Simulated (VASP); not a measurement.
# Ni2N (P4_2/mnm) in VASP: notebook

Runs on Ni2N. Level: PBE. Tasks: single point, relaxation of cell and atoms.

Program: VASP 6.6.1. These are calculated values, not measurements. Logs are shortened: lines on timing, memory, paths and dates and some standing lists are left out, and cuts for length are marked.

## (1) The cell of the first run

Symmetry: P4_2/mnm, No. 136, tetragonal system. Conventional cell: a = 4.548 Å, b = 4.548 Å, c = 2.856 Å, α = 90.00°, β = 90.00°, γ = 90.00°. Within 2.5 Å of Ni (site symmetry m2m) lie 3 N at 1.91 to 1.94 Å. N (site symmetry mmm) has 6 Ni at 1.91 to 1.94 Å within 2.5 Å.

## (2) Single point, PBE

Contents of INCAR:

```
PREC     = Accurate       # precision mode
ENCUT    = 520            # plane-wave cutoff, eV
EDIFF    = 1E-6           # SCF threshold, eV
ISMEAR   = 0              # smearing method
SIGMA    = 0.1            # smearing width, eV
LREAL    = F              # projectors in reciprocal space
LASPH    = T              # aspherical terms in the spheres
NELM     = 100            # most SCF steps
ALGO     = Normal         # electronic algorithm
ISIF     = 2              # what is computed and relaxed
LWAVE    = F              # write WAVECAR
LCHARG   = F              # write CHGCAR
GGA      = PE             # functional
NBANDS   = 34             # bands
```

Contents of KPOINTS:

```
Automatic mesh
0
Gamma
  4 4 6
```

Contents of POSCAR:

```
Ni2N
1.0
    4.5475664932      0.0000000000      0.0000000000
    0.0000000000      4.5475664932      0.0000000000
    0.0000000000      0.0000000000      2.8556858723
Ni N
4 2
Direct
    0.2965773244      0.2965773244      0.0000000000
    0.2034226756      0.7965773244      0.5000000000
    0.7034226756      0.7034226756      0.0000000000
    0.7965773244      0.2034226756      0.5000000000
    0.0000000000      0.0000000000      0.0000000000
    0.5000000000      0.5000000000      0.5000000000
```

Potentials or basis: VASP PAW PBE potentials, release 64 (Ni, N).

Launch:

```console
$ cat potpaw_PBE.64/Ni/POTCAR potpaw_PBE.64/N/POTCAR > POTCAR
$ mpirun -np 1 vasp_std > vasp.out
```

OUTCAR:

```text
PREC = Accurate
   ENCUT = 520
   EDIFF = 1E-6
   ISMEAR = 0
   LREAL = F
   LASPH = T
   NELM = 100
   ISIF = 2
   GGA = PE

 ion  position               nearest neighbor table
   1  0.297  0.297  0.000-   5 1.91   6 1.94   6 1.94   3 2.62   4 2.72   2 2.72   4 2.72   2 2.72
                             2 2.72   2 2.72   4 2.72   4 2.72
   2  0.203  0.797  0.500-   6 1.91   5 1.94   5 1.94   4 2.62   1 2.72   1 2.72   3 2.72   3 2.72
                             1 2.72   1 2.72   3 2.72   3 2.72
   3  0.703  0.703  0.000-   5 1.91   6 1.94   6 1.94   1 2.62   4 2.72   2 2.72   4 2.72   2 2.72
                             4 2.72   4 2.72   2 2.72   2 2.72
   4  0.797  0.203  0.500-   6 1.91   5 1.94   5 1.94   2 2.62   3 2.72   1 2.72   3 2.72   1 2.72
                             3 2.72   3 2.72   1 2.72   1 2.72
   5  0.000  0.000  0.000-   1 1.91   3 1.91   2 1.94   4 1.94   2 1.94   4 1.94
   6  0.500  0.500  0.500-   2 1.91   4 1.91   3 1.94   1 1.94   1 1.94   3 1.94

  LATTYP: Found a simple tetragonal cell.
 ALAT       =     4.5475664932
 C/A-ratio  =     0.6279591242

  Lattice vectors:

 A1 = (   4.5475664932,   0.0000000000,   0.0000000000)
 A2 = (   0.0000000000,   4.5475664932,   0.0000000000)
 A3 = (   0.0000000000,   0.0000000000,   2.8556858723)

Analysis of symmetry for initial positions (statically):
=====================================================================
 Subroutine PRICEL returns:
 Original cell was already a primitive cell.

 Routine SETGRP: Setting up the symmetry group for a
 simple tetragonal supercell.

 Subroutine GETGRP returns: Found 16 space group operations
 (whereof  8 operations were pure point group operations)
 out of a pool of 16 trial point group operations.

The static configuration has the point symmetry D_2h.
 The point group associated with its full space group is D_4h.

Analysis of symmetry for dynamics (positions and initial velocities):
=====================================================================
 Subroutine PRICEL returns:
 Original cell was already a primitive cell.

 Routine SETGRP: Setting up the symmetry group for a
 simple tetragonal supercell.

 Subroutine GETGRP returns: Found 16 space group operations
 (whereof  8 operations were pure point group operations)
 out of a pool of 16 trial point group operations.

The dynamic configuration has the point symmetry D_2h.
 The point group associated with its full space group is D_4h.

 Subroutine INISYM returns: Found 16 space group operations
 (whereof  8 operations are pure point group operations),
 and found     1 'primitive' translations

[... 106 lines left out ...]
   NFREE  =      0    steps in history (QN), initial steepest desc. (CG)
   ISIF   =      2    stress and relaxation
   ISYM   =      2    0-nonsym 1-usesym 2-fastsym
   POTIM  = 0.5000    time-step for ionic-motion
   TEBEG  =    0.0;   TEEND  =   0.0 temperature during run
   PSTRESS=    0.0 pullay stress
   NELECT =      50.0000    total number of electrons
   NUPDOWN=      -1.0000    fix difference up-down
   EMIN   =  10.00;   EMAX   =-10.00  energy-range for DOS
   EFERMI =   0.00;   METHOD = LEGACY
   ISMEAR =     0;   SIGMA  =   0.10  broadening in eV -4-tet -1-fermi 0-gaus
   EFERMI_NEDOS =   21; number of points for ismear=-14 and -15
   IALGO  =     38    algorithm
   IMIX   =      4    mixing-type and parameters
     AMIX     =   0.40;   BMIX     =  1.00
     AMIX_MAG =   1.60;   BMIX_MAG =  1.00
  volume/ion in A,a.u.               =       9.84        66.42
  Fermi-wavevector in a.u.,A,eV,Ry     =   1.548729  2.926673 32.634393  2.398560
  Thomas-Fermi vector in A             =   2.653637
   LORBIT       =      0    0 simple, 1 ext, 2 COOP (PROOUT), +10 PAW based schemes
   GGA     = PE    functional components
   LHFCALC =     F    Hartree Fock is set to
   AEXX    =    0.0000 exact exchange contribution
   IVDW    =     0    specifies the selected vdW correction
   LEPSILON=     F    determine dielectric tensor
   LRPA    =     F    only Hartree local field effects (RPA)
 non-spin polarized calculation
 Gauss-broadening in eV      SIGMA  =   0.10
  energy-cutoff  :      520.00
  volume of cell :       59.06
 maximum number of plane-waves:      1618
 NGX is ok and might be reduce to    36
   NGX = 17   NGY = 17   NGZ = 11

 number of electron      50.0000013 magnetization

 Free energy of the ion-electron system (eV)
  ---------------------------------------------------
  ext. energy  EPLUGINS =         0.00000000
  ---------------------------------------------------
  free energy    TOTEN  =       -37.16516255 eV

  energy without entropy =      -37.12438075  energy(sigma->0) =      -37.14477165

 E-fermi :   9.0764     XC(G=0): -12.7788

 val. band max:        9.0757577861   @ k =   0.2500   0.2500   0.1667
 cond. band min:       9.0767264775   @ k =   0.0000   0.0000   0.5000
 fundamental gap:      0.0009686914
 Fermi energy:         9.0764310852

 k-point     1 :       0.0000    0.0000    0.0000
  band No.  band energies     occupation
      1      -8.5702      2.00000
      2      -7.1922      2.00000
      3       1.1887      2.00000
      4       1.1887      2.00000
      5       2.4778      2.00000
      6       3.0200      2.00000
[... 877 lines left out ...]
     33      16.3893      0.00000
     34      16.3893      0.00000

------------------------ aborting loop because EDIFF is reached ----------------------------------------

  FORCE on cell =-STRESS in cart. coord.  units (eV):
  Direction    XX          YY          ZZ          XY          YZ          ZX
  --------------------------------------------------------------------------------------
  -------------------------------------------------------------------------------------
  Total        0.1740322      0.1740322      0.1329268      0.0000000      0.0000000      0.0000000
  in kB        4.7214103      4.7214103      3.6062398      0.0000000      0.0000000      0.0000000
  external PRESSURE =       4.3496868 kB  Pullay stress =       0.0000000 kB

 VOLUME and BASIS-vectors are now :
 -----------------------------------------------------------------------------
  energy-cutoff  :      520.00
  volume of cell :       59.06
      direct lattice vectors                 reciprocal lattice vectors
     4.547566493  0.000000000  0.000000000     0.219897829  0.000000000  0.000000000
     0.000000000  4.547566493  0.000000000     0.000000000  0.219897829  0.000000000
     0.000000000  0.000000000  2.855685872     0.000000000  0.000000000  0.350178572

 POSITION                                       TOTAL-FORCE (eV/Angst)
 -----------------------------------------------------------------------------------
      1.34871      1.34871      0.00000        -0.009595     -0.009595      0.000000
      0.92508      3.62249      1.42784         0.009595     -0.009595      0.000000
      3.19886      3.19886      0.00000         0.009595      0.009595      0.000000
      3.62249      0.92508      1.42784        -0.009595      0.009595      0.000000
      0.00000      0.00000      0.00000         0.000000      0.000000      0.000000
      2.27378      2.27378      1.42784         0.000000      0.000000      0.000000
 -----------------------------------------------------------------------------------
    total drift:                               -0.000000      0.000000     -0.000000

  FREE ENERGIE OF THE ION-ELECTRON SYSTEM (eV)
  ---------------------------------------------------
  free  energy   TOTEN  =       -37.1651625504 eV

  energy  without entropy=      -37.1243807489  energy(sigma->0) =      -37.14477165
```

OSZICAR:

```text
N       E                     dE             d eps       ncg     rms          rms(c)
DAV:   1     0.382351199580E+03    0.38235E+03   -0.22716E+04  1632   0.202E+03
DAV:   2     0.351782785317E+01   -0.37883E+03   -0.35560E+03  1634   0.393E+02
DAV:   3    -0.426837816958E+02   -0.46202E+02   -0.43419E+02  1814   0.153E+02
DAV:   4    -0.448370652544E+02   -0.21533E+01   -0.21233E+01  1832   0.338E+01
DAV:   5    -0.448802449912E+02   -0.43180E-01   -0.43150E-01  1868   0.442E+00    0.290E+01
DAV:   6    -0.431687816225E+02    0.17115E+01   -0.57595E+01  2234   0.117E+02    0.261E+01
DAV:   7    -0.371105442955E+02    0.60582E+01   -0.18616E+01  1914   0.780E+01    0.902E+00
DAV:   8    -0.372018527542E+02   -0.91308E-01   -0.27329E+00  1830   0.105E+01    0.289E+00
DAV:   9    -0.371632789132E+02    0.38574E-01   -0.10187E-01  2254   0.266E+00    0.490E-01
DAV:  10    -0.371651555058E+02   -0.18766E-02   -0.30458E-02  1706   0.127E+00    0.316E-01
DAV:  11    -0.371653208707E+02   -0.16536E-03   -0.84837E-04  2218   0.336E-01    0.217E-01
DAV:  12    -0.371651760975E+02    0.14477E-03   -0.27573E-04  1910   0.301E-01    0.309E-02
DAV:  13    -0.371651637158E+02    0.12382E-04   -0.36715E-05  2336   0.841E-02    0.152E-02
DAV:  14    -0.371651625324E+02    0.11834E-05   -0.88975E-06  1898   0.327E-02    0.604E-03
DAV:  15    -0.371651625504E+02   -0.18029E-07   -0.36372E-06  1500   0.112E-02
   1 F= -.37165163E+02 E0= -.37144772E+02  d E =-.407818E-01
```

stdout:

```text
POSCAR found type information on POSCAR NiN
 POSCAR found :  2 types and       6 ions
 scaLAPACK will be used
 LDA part: xc-table for (Slater+PW92), standard interpolation
 POSCAR, INCAR and KPOINTS ok, starting setup
 FFT: planning ... GRIDC
 FFT: planning ... GRID_SOFT
 FFT: planning ... GRID
 WAVECAR not read
 entering main loop
```

Run time: 35 s. Hardware: 1 thread of AMD EPYC 9R45 (Zen 5), shared host; peak memory 0.16 GiB.

Results:

| Item | Value |
| --- | --- |
| Free energy | -37.1652 eV |
| Pressure | 0.4 GPa |
| Largest force | 0.014 eV/Å |
| Band gap on the k mesh | zero (band 25 reaches 9.82 eV, above the bottom of band 26 at 8.87 eV) |

Forces in eV/Å, atoms in the order of the input:
```
Ni  -0.010 -0.010  0.000
Ni   0.010 -0.010  0.000
Ni   0.010  0.010  0.000
Ni  -0.010  0.010  0.000
N    0.000  0.000  0.000
N    0.000  0.000  0.000
```

Caveat: the k points lie up to 0.37 Å⁻¹ apart; the run has no spin polarisation, though such a crystal can be magnetic. With open d or f shells a metallic result of PBE can be an artefact of self-interaction; +U or a hybrid may open a gap.

## (3) Relaxation of cell and atoms, PBE

This run uses another cell than the first one, of 9.39 Å³/atom, 0.954 times its volume.

Contents of INCAR:

```
SYSTEM = Ni2N
PREC = Accurate
ENCUT = 600
EDIFF = 1E-7
ISMEAR = 0
SIGMA = 0.1
LREAL = .FALSE.
LASPH = .TRUE.
NELM = 60
ALGO = Normal
ISIF = 3
LWAVE = .FALSE.
LCHARG = .FALSE.
GGA = PE
IBRION = 2
NSW = 90
EDIFFG = -0.04
```

Contents of KPOINTS:

```
regular mesh
0
G
  4 4 6
  0 0 0
```

Contents of POSCAR:

```
Ni2N
1.0
    4.4393262988      0.0000000000      0.0000000000
    0.0000000000      4.4393262988      0.0000000000
    0.0000000000      0.0000000000      2.8593745142
Ni N
4 2
Direct
    0.3060000000      0.3060000000      0.0000000000
    0.1940000000      0.8060000000      0.5000000000
    0.6940000000      0.6940000000      0.0000000000
    0.8060000000      0.1940000000      0.5000000000
    0.0000000000      0.0000000000      0.0000000000
    0.5000000000      0.5000000000      0.5000000000
```

Potentials or basis: VASP PAW PBE potentials, release 64 (Ni, N).

Launch:

```console
$ cat potpaw_PBE.64/Ni/POTCAR potpaw_PBE.64/N/POTCAR > POTCAR
$ mpirun -np 1 vasp_std > vasp.out
```

Run time: 6.2 min. Hardware: 1 thread of Intel Xeon Platinum 8488C (Sapphire Rapids), shared host; peak memory 0.2 GiB.

Results (log left out):

| Property | Result |
| --- | --- |
| Free energy | -37.1639 eV |
| Relaxed volume | 9.83 Å³/atom |
| Relaxed cell | a = 4.546 Å, b = 4.546 Å, c = 2.854 Å, α = 90.00°, β = 90.00°, γ = 90.00° |
| Space group after relaxing (to 0.05 Å) | P4_2/mnm (No. 136) |
| Energy gained by relaxing | 27.7 meV/atom |
| Ionic steps | 13 |
| Pressure after relaxing | 0.5 GPa |
| Largest force after relaxing | 0.015 eV/Å |
| Band gap on the k mesh | zero (band 25 reaches 9.83 eV, above the bottom of band 26 at 8.88 eV) |

Forces on the atoms (eV/Å):
```
Ni   0.011  0.011  0.000
Ni  -0.011  0.011  0.000
Ni  -0.011 -0.011  0.000
Ni   0.011 -0.011  0.000
N    0.000  0.000  0.000
N    0.000  0.000  0.000
```

Stress tensor (GPa, compression positive):
```
0.61 0.00 0.00
0.00 0.61 0.00
0.00 0.00 0.22
```

The path:
```csv
step,energy change (eV),largest force (eV/Å),pressure (GPa),volume (Å³)
1,0.0000,0.5612,13.63,56.35
2,-0.0032,0.0743,-11.57,63.12
3,-0.1451,0.1644,-0.60,59.57
4,-0.1452,0.1705,-0.35,59.51
5,-0.1497,0.1231,-0.07,59.36
6,-0.1530,0.0312,0.61,59.07
7,-0.1565,0.0045,-0.15,59.24
8,-0.1589,0.0530,-1.40,59.54
9,-0.1608,0.0581,-1.25,59.48
10,-0.1643,0.0762,-0.66,59.28
11,-0.1647,0.0848,-0.38,59.19
12,-0.1655,0.0664,-0.15,59.14
13,-0.1664,0.0152,0.48,58.99
```

Final structure:
```
Ni N
1.0
     4.54588    0.00000    0.00000
     0.00000    4.54588    0.00000
     0.00000    0.00000    2.85444
Ni N
4 2
Direct
  0.29597 0.29597 0.00000
  0.20403 0.79597 0.50000
  0.70403 0.70403 0.00000
  0.79597 0.20403 0.50000
  0.00000 0.00000 0.00000
  0.50000 0.50000 0.50000
```

Levels at points of the mesh, in eV from the Fermi level:
| k point | band 23 | band 24 | band 25 | band 26 | band 27 | band 28 |
| --- | --- | --- | --- | --- | --- | --- |
| (0.00, 0.00, 0.00) | -0.45 | -0.45 | -0.33 | -0.04 | -0.04 | 0.03 |
| (0.50, 0.00, 0.00) | -1.26 | -1.26 | -0.08 | -0.08 | 1.06 | 1.06 |
| (0.50, 0.50, 0.00) | -1.56 | -1.56 | 0.73 | 0.73 | 1.23 | 1.23 |
| (0.00, 0.00, 0.50) | -0.71 | -0.71 | 0.00 | 0.00 | 0.08 | 0.08 |
| (0.50, 0.00, 0.50) | -0.90 | -0.90 | -0.14 | -0.14 | 0.54 | 0.54 |
| (0.50, 0.50, 0.50) | -0.99 | -0.99 | -0.10 | -0.10 | 0.39 | 0.39 |

Caveat: the k points lie up to 0.37 Å⁻¹ apart in the final cell; the run has no spin polarisation, though such a crystal can be magnetic. Spin polarisation is off, so any magnetic state and its effect on volume and gap are missing.
